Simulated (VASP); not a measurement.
Runs of VASP 6.6.1 on HgTe. The structure is that of space group F-43m (No. 216), or close to it. The cells are those of the table. 

```tsv
spin	cell	k mesh	cutoff (eV)	gap on the mesh (eV)	pressure (GPa)
off	a = 4.574 Å, angles 60.0°, 2 atoms	6 × 6 × 6	500	none	3.7
off	a = 4.610 Å, angles 60.0°, 2 atoms	6 × 6 × 6	500	none	2.5
off	a = 4.704 Å, angles 60.0°, 2 atoms	6 × 6 × 6	500	none	0.1
non-collinear, zero start, SOC	a = 4.687 Å, angles 60.0°, 2 atoms	15 × 15 × 15	520	-	(a)
```

Alike in all rows: task single point; level PBE; potentials or basis VASP PAW PBE potentials, release 64 (Hg, Te); smearing gaussian 0.05 eV.

Estimate the missing entries.

(a) 0.2.

Caveats: semilocal functionals underestimate gaps, so a narrow gap can read as zero (at least some runs); spin-orbit coupling is left out, which moves the levels of the heavy elements (at least some runs); the cell stands under pressure (at least some runs).

A k mesh can miss the band edges, and rows without SOC leave out spin-orbit coupling on Hg, Te.

A gap of «none» marks levels without a gap at the run's occupations.
